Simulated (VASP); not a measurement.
# WC (P-6m2) in VASP: a series of runs, part 2 of 2

VASP 6.6.1. Earlier steps stand in the parts before.

**5. Single point, PBEsol (strain along c alone, the other axes held: -4.5 %)**

Input file INCAR:

```
PREC = Accurate
ENCUT = 910
EDIFF = 1E-6
ISMEAR = 0
SIGMA = 0.1
LREAL = F
LASPH = T
NELM = 120
ALGO = Normal
ISIF = 2
LWAVE = F
LCHARG = F
GGA = PS
NBANDS = 16
GGA_COMPAT = F
```

Input file KPOINTS:

```
regular mesh
0
Gamma
  24 24 18
```

Input file POSCAR:

```
WC
1.0
    2.8984787829      0.0000000000      0.0000000000
   -1.4492393914      2.5101562583      0.0000000000
    0.0000000000      0.0000000000      2.7005077967
W C
1 1
Direct
    0.0000000000      0.0000000000      0.0000000000
    0.6666666667      0.3333333333      0.5000000000
```

Command:

```
cat potpaw_PBE.64/W_sv/POTCAR potpaw_PBE.64/C_h/POTCAR > POTCAR
mpirun -np 1 vasp_std > vasp.out
```

Run time: 2.6 min. Hardware: 1 thread of Intel Xeon 6975P-C (Granite Rapids), shared host; peak memory 0.53 GiB.

It converged, with:

- Free energy: -23.7564 eV
- Pressure: 25.3 GPa
- Band gap on the k mesh: zero (bands 9 and 10 overlap by 1.52 eV)

Stress tensor (GPa, compression positive):
```
11.29  0.00  0.00
 0.00 11.29  0.00
 0.00  0.00 53.24
```

Levels at points of the mesh, in eV from the Fermi level:
| k point | band 6 | band 7 | band 8 | band 9 | band 10 | band 11 | band 12 | band 13 |
| --- | --- | --- | --- | --- | --- | --- | --- | --- |
| (0.00, 0.00, 0.00) | -4.68 | -3.96 | -3.96 | 0.57 | 3.58 | 3.58 | 6.13 | 6.13 |
| (0.50, 0.00, 0.00) | -7.41 | -3.93 | -3.33 | -0.82 | 2.70 | 4.51 | 4.68 | 7.44 |
| (0.00, 0.00, 0.50) | -9.00 | -2.67 | -2.67 | -0.67 | -0.67 | 4.36 | 4.36 | 4.72 |
| (0.50, 0.00, 0.50) | -6.84 | -5.01 | -4.20 | 0.45 | 4.47 | 5.97 | 7.11 | 9.70 |

Caveat: the cell differs from its parent crystal (strain along c alone, the other axes held: -4.5 %); the cutoff is under 1.25 times the usual one of these potentials, so pressure, stress and relaxed cells hold a basis-set (Pulay) error; the cell stands under pressure; the PAW data sets were made with another functional, which shifts forces and pressure a little; spin-orbit coupling is left out, which moves the levels of the heavy elements.

**6. Single point, PBEsol**

This run uses another cell than the first one, of 10.29 Å³/atom.

Input file INCAR:

```
SYSTEM = WC
  ALGO = Normal
  EDIFF = 1E-6
  ENCUT = 910
  GGA = PS
  GGA_COMPAT = .FALSE.
  ISIF = 2
  ISMEAR = 0
  LASPH = .TRUE.
  LCHARG = .FALSE.
  LREAL = .FALSE.
  LWAVE = .FALSE.
  NBANDS = 16
  NELM = 120
  PREC = Accurate
  SIGMA = 0.1
```

Input file KPOINTS:

```
k-points
0
G
  24 24 18
  0 0 0
```

Input file POSCAR:

```
WC
1.0
    2.8984787826      0.0000000000      0.0000000000
   -1.4492393913      2.5101562580      0.0000000000
    0.0000000000      0.0000000000      2.8277568555
W C
1 1
Direct
    0.0000000000      0.0000000000      0.0000000000
    0.6666666667      0.3333333333      0.5000000000
```

Potentials or basis: VASP PAW PBE potentials, release 64 (W_sv, C_h).

Command:

```
cat potpaw_PBE.64/W_sv/POTCAR potpaw_PBE.64/C_h/POTCAR > POTCAR
mpirun -np 1 vasp_std > vasp.out
```

OUTCAR:

```text
SYSTEM = WC
   EDIFF = 1E-6
   ENCUT = 910
   GGA = PS
   ISIF = 2
   ISMEAR = 0
   LASPH = .TRUE.
   LREAL = .FALSE.
   NELM = 120
   PREC = Accurate

 ion  position               nearest neighbor table
   1  0.000  0.000  0.000-   2 2.19   2 2.19   2 2.19   2 2.19   2 2.19   2 2.19
   2  0.667  0.333  0.500-   1 2.19   1 2.19   1 2.19   1 2.19   1 2.19   1 2.19

  LATTYP: Found a hexagonal cell.
 ALAT       =     2.8984787826
 C/A-ratio  =     0.9756003296

  Lattice vectors:

 A1 = (   2.8984787826,   0.0000000000,   0.0000000000)
 A2 = (  -1.4492393913,   2.5101562580,   0.0000000000)
 A3 = (   0.0000000000,   0.0000000000,   2.8277568555)

Analysis of symmetry for initial positions (statically):
=====================================================================
 Subroutine PRICEL returns:
 Original cell was already a primitive cell.

 Routine SETGRP: Setting up the symmetry group for a
 hexagonal supercell.

 Subroutine GETGRP returns: Found 12 space group operations
 (whereof 12 operations were pure point group operations)
 out of a pool of 24 trial point group operations.

The static configuration has the point symmetry D_3h.

Analysis of symmetry for dynamics (positions and initial velocities):
=====================================================================
 Subroutine PRICEL returns:
 Original cell was already a primitive cell.

 Routine SETGRP: Setting up the symmetry group for a
 hexagonal supercell.

 Subroutine GETGRP returns: Found 12 space group operations
 (whereof 12 operations were pure point group operations)
 out of a pool of 24 trial point group operations.

The dynamic configuration has the point symmetry D_3h.

 Subroutine INISYM returns: Found 12 space group operations
 (whereof 12 operations are pure point group operations),
 and found     1 'primitive' translations

----------------------------------------------------------------------------------------

                                     Primitive cell

[... 105 lines left out ...]
   ISMEAR =     0;   SIGMA  =   0.10  broadening in eV -4-tet -1-fermi 0-gaus
   EFERMI_NEDOS =   21; number of points for ismear=-14 and -15
   IALGO  =     38    algorithm
   IMIX   =      4    mixing-type and parameters
     AMIX     =   0.40;   BMIX     =  1.00
     AMIX_MAG =   1.60;   BMIX_MAG =  1.00
  volume/ion in A,a.u.               =      10.29        69.42
  Fermi-wavevector in a.u.,A,eV,Ry     =   1.565770  2.958877 33.356536  2.451636
  Thomas-Fermi vector in A             =   2.668197
   LORBIT       =      0    0 simple, 1 ext, 2 COOP (PROOUT), +10 PAW based schemes
   GGA     = PS    functional components
   LHFCALC =     F    Hartree Fock is set to
   AEXX    =    0.0000 exact exchange contribution
   IVDW    =     0    specifies the selected vdW correction
   LEPSILON=     F    determine dielectric tensor
   LRPA    =     F    only Hartree local field effects (RPA)
 non-spin polarized calculation
 Gauss-broadening in eV      SIGMA  =   0.10
  energy-cutoff  :      910.00
  volume of cell :       20.57
 maximum number of plane-waves:      1310
 NGX is ok and might be reduce to    30
   NGX = 15   NGY = 15   NGZ = 13

 number of electron      18.0000001 magnetization

 Free energy of the ion-electron system (eV)
  ---------------------------------------------------
  ext. energy  EPLUGINS =         0.00000000
  ---------------------------------------------------
  free energy    TOTEN  =       -23.90687946 eV

  energy without entropy =      -23.90539983  energy(sigma->0) =      -23.90613965

 E-fermi :  11.3825     XC(G=0): -14.0150

 val. band max:       11.3572820551   @ k =   0.0417   0.0000   0.0000
 cond. band min:      11.3829798589   @ k =   0.4583   0.0417   0.3889
 fundamental gap:      0.0256978038
 Fermi energy:        11.3824904603

 k-point     1 :       0.0000    0.0000    0.0000
  band No.  band energies     occupation
      1     -62.5269      2.00000
      2     -26.5132      2.00000
      3     -26.4073      2.00000
      4     -26.4073      2.00000
      5      -3.1047      2.00000
      6       7.0104      2.00000
[... 433 lines left out ...]
      3     -26.6137      2.00000
      4     -26.3971      2.00000
      5       0.3036      2.00000
      6       4.3341      2.00000
[... 8 lines left out ...]
     15      24.4353      0.00000
     16      29.4826      0.00000

 [... further k-points ...]
[... 5 lines left out ...]
  --------------------------------------------------------------------------------------
  -------------------------------------------------------------------------------------
  Total        0.1446720      0.1446720      0.1489742      0.0000000      0.0000000      0.0000000
  in kB       11.2663176     11.2663176     11.6013517      0.0000000      0.0000000      0.0000000
  external PRESSURE =      11.3779957 kB  Pullay stress =       0.0000000 kB

 VOLUME and BASIS-vectors are now :
 -----------------------------------------------------------------------------
  energy-cutoff  :      910.00
  volume of cell :       20.57
      direct lattice vectors                 reciprocal lattice vectors
     2.898478783  0.000000000  0.000000000     0.345008563  0.199190787  0.000000000
    -1.449239391  2.510156258  0.000000000     0.000000000  0.398381574  0.000000000
     0.000000000  0.000000000  2.827756856     0.000000000  0.000000000  0.353637194

 POSITION                                       TOTAL-FORCE (eV/Angst)
 -----------------------------------------------------------------------------------
      0.00000      0.00000      0.00000         0.000000      0.000000      0.000000
      1.44924      0.83672      1.41388        -0.000000     -0.000000      0.000000
 -----------------------------------------------------------------------------------
    total drift:                               -0.000000      0.000000      0.000000

  FREE ENERGIE OF THE ION-ELECTRON SYSTEM (eV)
  ---------------------------------------------------
  free  energy   TOTEN  =       -23.9068794570 eV

  energy  without entropy=      -23.9053998339  energy(sigma->0) =      -23.90613965
```

stdout:

```text
POSCAR found type information on POSCAR W C
 POSCAR found :  2 types and       2 ions
 scaLAPACK will be used
 -----------------------------------------------------------------------------
|                                                                             |
|                                                                             |
|     You enforced a specific xc type in the INCAR file but a different       |
|     I HOPE YOU KNOW WHAT YOU ARE DOING!                                     |
|                                                                             |
 -----------------------------------------------------------------------------

 LDA part: xc-table for (Slater+PW92), standard interpolation
 POSCAR, INCAR and KPOINTS ok, starting setup
 FFT: planning ... GRIDC
 FFT: planning ... GRID_SOFT
 FFT: planning ... GRID
 WAVECAR not read
 entering main loop
```

It took 4.8 min on 1 thread of Intel Xeon Platinum 8259CL at 2.50GHz (Skylake/Cascade Lake), shared host; peak memory 0.54 GiB.

What came out:

* Free energy: -23.9069 eV
* Pressure: 1.1 GPa
* Band gap on the k mesh: zero (bands 9 and 10 overlap by 1.28 eV)

Caveat: the cutoff is under 1.25 times the usual one of these potentials, so pressure, stress and relaxed cells hold a basis-set (Pulay) error; the PAW data sets were made with another functional, which shifts forces and pressure a little; spin-orbit coupling is left out, which moves the levels of the heavy elements.

**7. Single point, PBEsol (uniaxial strain along c: +4.5 %, then relaxed in part)**

Edit INCAR of step 6 so:

```diff
@@ -9,4 +9,6 @@
   LASPH = .TRUE.
-  LCHARG = .FALSE.
+  LCHARG = .TRUE.
+  LELF = .TRUE.
   LREAL = .FALSE.
+  LVHAR = .TRUE.
   LWAVE = .FALSE.
```

KPOINTS is that of step 6.

Input file POSCAR:

```
WC
1.0
    2.8760508622      0.0000000000      0.0000000000
   -1.4380254311      2.4907331092      0.0000000000
    0.0000000000      0.0000000000      2.9550059140
W C
1 1
Direct
   -0.0000000010      0.0000000010      0.0000000000
    0.6666666677      0.3333333323      0.5000000000
```

Command:

```
cat potpaw_PBE.64/W_sv/POTCAR potpaw_PBE.64/C_h/POTCAR > POTCAR
mpirun -np 1 vasp_std > vasp.out
```

Run time: 4.3 min. Hardware: 1 thread of Intel Xeon Platinum 8259CL at 2.50GHz (Skylake/Cascade Lake), shared host; peak memory 0.55 GiB.

Results (log left out):

```yaml
Free_energy: -23.8022 eV
Pressure: -11.3 GPa
Band_gap_on_the_k_mesh: zero (bands 9 and 10 overlap by 1.15 eV)
```

Stress tensor (GPa, compression positive):
```
  0.92   0.00   0.00
  0.00   0.92   0.00
  0.00   0.00 -35.81
```

Levels at points of the mesh, in eV from the Fermi level:
```tsv
k point	band 5	band 6	band 7	band 8	band 9	band 10	band 11	band 12	band 13	band 14
(0.00, 0.00, 0.00)	-14.22	-4.30	-2.86	-2.86	-0.34	3.10	3.10	5.37	5.37	6.77
(0.50, 0.00, 0.00)	-10.73	-6.82	-4.02	-3.49	-0.06	2.12	4.78	5.32	6.51	9.10
(0.00, 0.00, 0.50)	-10.53	-8.61	-1.42	-1.42	-0.58	-0.58	2.70	4.76	4.76	9.77
(0.50, 0.00, 0.50)	-11.03	-6.33	-4.23	-3.80	0.17	4.67	4.80	6.45	8.98	9.81
```

Caveat: the cell differs from its parent crystal (uniaxial strain along c: +4.5 %, then relaxed in part); the cutoff is under 1.25 times the usual one of these potentials, so pressure, stress and relaxed cells hold a basis-set (Pulay) error; the cell stands under tension; the PAW data sets were made with another functional, which shifts forces and pressure a little; spin-orbit coupling is left out, which moves the levels of the heavy elements.

**8. The runs side by side**

```csv
cell,gap on the mesh (eV),pressure (GPa)
"a = 2.898, b = 2.898, c = 2.913 Å, angles 90.0, 90.0, 120.0°, 2 atoms",none,-11.4
"a = 2.898, b = 2.898, c = 2.955 Å, angles 90.0, 90.0, 120.0°, 2 atoms",none,-16.7
"a = 2.898, b = 2.898, c = 2.785 Å, angles 90.0, 90.0, 120.0°, 2 atoms",none,8.4
"a = 2.898, b = 2.898, c = 2.701 Å, angles 90.0, 90.0, 120.0°, 2 atoms",none,25.3
"a = 2.898, b = 2.898, c = 2.828 Å, angles 90.0, 90.0, 120.0°, 2 atoms",none,1.1
"a = 2.876, b = 2.876, c = 2.955 Å, angles 90.0, 90.0, 120.0°, 2 atoms",none,-11.3
```

Alike in all rows: task single point; level PBEsol; potentials or basis VASP PAW PBE potentials, release 64 (W_sv, C_h); no spin polarisation; k mesh 24 × 24 × 18; cutoff (eV) 910; smearing gaussian 0.1 eV.

Caveats: the cutoff is under 1.25 times the usual one of these potentials, so pressure, stress and relaxed cells hold a basis-set (Pulay) error; the PAW data sets were made with another functional, which shifts forces and pressure a little; spin-orbit coupling is left out, which moves the levels of the heavy elements; the cell stands under tension (at least some runs); the cell stands under pressure (at least some runs).

Absolute energies hang on the potentials; compare differences alone.
